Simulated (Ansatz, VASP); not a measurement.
# MgSe in VASP and in Ansatz

Contents of INCAR:

```
SYSTEM = MgSe
PREC = Accurate
ENCUT = 600
EDIFF = 1E-6
ISMEAR = 0
SIGMA = 0.05
LREAL = .False.
LASPH = .True.
NELM = 120
ALGO = Normal
ISIF = 2
LWAVE = .False.
LCHARG = .False.
GGA = PS
NBANDS = 11
GGA_COMPAT = .False.
```

Contents of KPOINTS:

```
Automatic mesh
0
Gamma
  10 10 10
  0 0 0
```

Contents of POSCAR:

```
MgSe
1.0
    0.0000000000      2.7248263180      2.7248263180
    2.7248263180      0.0000000000      2.7248263180
    2.7248263180      2.7248263180      0.0000000000
Mg Se
1 1
Direct
    0.0000000000      0.0000000000      0.0000000000
    0.5000000000      0.5000000000      0.5000000000
```

Input for Ansatz:

```yaml
crystal:
  lattice:
    - [0.0, 2.724826318, 2.724826318]
    - [2.724826318, 0.0, 2.724826318]
    - [2.724826318, 2.724826318, 0.0]
  atoms:
    - { symbol: Mg, position: [0.0, 0.0, 0.0] }
    - { symbol: Se, position: [0.5, 0.5, 0.5] }
basis:
  ecutwfc: 420
  ecutrho_ratio: 4
kpoints:
  mp_grid: { grid: [10, 10, 10] }
hamiltonian:
  xc: pbesol
scf:
  occupations: { method: gaussian, width: 0.05 }
output:
  forces: true
  stress: true
  eigenvalues: true
```

Alike in both runs: task single point; functional PBEsol; k mesh 10 × 10 × 10; occupations gaussian, width 0.05 eV; no spin polarisation.

```csv
,VASP,Ansatz
version,VASP 6.6.1,Ansatz 0.2.0
potentials or method,"VASP PAW PBE potentials, release 64 (Mg, Se), cutoff 600 eV","scalar-relativistic, plane waves, PAW"
valence electrons in the cell,8,26
```

|  | VASP | Ansatz | Ansatz less VASP |
| --- | --- | --- | --- |
| gap on the k mesh at the Fermi level (eV) | 1.76 | 1.78 | +0.013 |
| least direct gap on the mesh (eV) | 2.51 | 2.50 | -0.001 |
| pressure (GPa) | -0.1 | 0.0 | +0.05 |

VASP's potentials were made for PBE, not for PBEsol. The functional is the same, so the differences come from potentials, cutoffs and numerics. VASP's potentials hold 8 valence electrons a cell and Ansatz's 26, so a difference there can come from the potentials and not from the codes.
